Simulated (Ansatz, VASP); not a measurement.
## TiAl3 in VASP and in Ansatz

Contents of INCAR:

```
SYSTEM = TiAl3
PREC     = Accurate       ! precision mode
ENCUT    = 520            ! plane-wave cutoff, eV
EDIFF    = 1E-7           ! SCF threshold, eV
ISMEAR   = 0              ! smearing method
SIGMA    = 0.15           ! smearing width, eV
LREAL    = .False.        ! projectors in reciprocal space
LASPH    = .True.         ! aspherical terms in the spheres
NELM     = 100            ! most SCF steps
ALGO     = Fast           ! electronic algorithm
ISIF     = 2              ! what is computed and relaxed
LWAVE    = .False.        ! write WAVECAR
LCHARG   = .False.        ! write CHGCAR
GGA      = PE             ! functional
NBANDS   = 18             ! bands
```

Contents of KPOINTS:

```
Automatic mesh
0
Gamma
  18 18 18
  0 0 0
```

Contents of POSCAR:

```
TiAl3
1.0
   -1.9226734292      1.9226734292      3.9880494369
    1.9226734292     -1.9226734292      3.9880494369
    1.9226734292      1.9226734292     -3.9880494369
Ti Al
1 3
Direct
    0.0000000000      0.0000000000      0.0000000000
    0.5000000000      0.5000000000      0.0000000000
    0.7500000000      0.2500000000      0.5000000000
    0.2500000000      0.7500000000      0.5000000000
```

Input for Ansatz:

```yaml
crystal:
  lattice:
    - [-1.9226734292, 1.9226734292, 3.9880494369]
    - [1.9226734292, -1.9226734292, 3.9880494369]
    - [1.9226734292, 1.9226734292, -3.9880494369]
  atoms:
    - { symbol: Ti, position: [0.0, 0.0, 0.0] }
    - { symbol: Al, position: [0.5, 0.5, 0.0] }
    - { symbol: Al, position: [0.75, 0.25, 0.5] }
    - { symbol: Al, position: [0.25, 0.75, 0.5] }
basis:
  ecutwfc: 420
kpoints:
  mp_grid: { grid: [18, 18, 18] }
hamiltonian:
  xc: pbe
scf:
  occupations: { method: gaussian, width: 0.15 }
output:
  forces: true
  stress: true
  eigenvalues: true
  write_density: true
  write_potential: true
  elf: true
  volumetric_format: npy
```

Change from the starting cell: strain -0.0750 x Voigt [0, 0, 1, 0, 0, 0], atoms carried along.

Alike in both runs: task single point; functional PBE; k mesh 18 × 18 × 18; occupations gaussian, width 0.15 eV; no spin polarisation.

|  | VASP | Ansatz |
| --- | --- | --- |
| version | VASP 6.6.1 | Ansatz 0.2.0 |
| potentials or method | VASP PAW PBE potentials, release 64 (Ti_sv, Al), cutoff 520 eV | scalar-relativistic, plane waves, PAW |
| valence electrons in the cell | 21 | 21 |

|  | VASP | Ansatz | Ansatz less VASP |
| --- | --- | --- | --- |
| gap on the k mesh at the Fermi level (eV) | none | none | - |
| pressure (GPa) | 9.8 | 9.9 | +0.03 |
| traceless stress, the component that is largest in VASP (GPa) | 9.53 | 9.54 | +0.010 |

A gap of «none» marks a metal or a gap that the smearing closes.
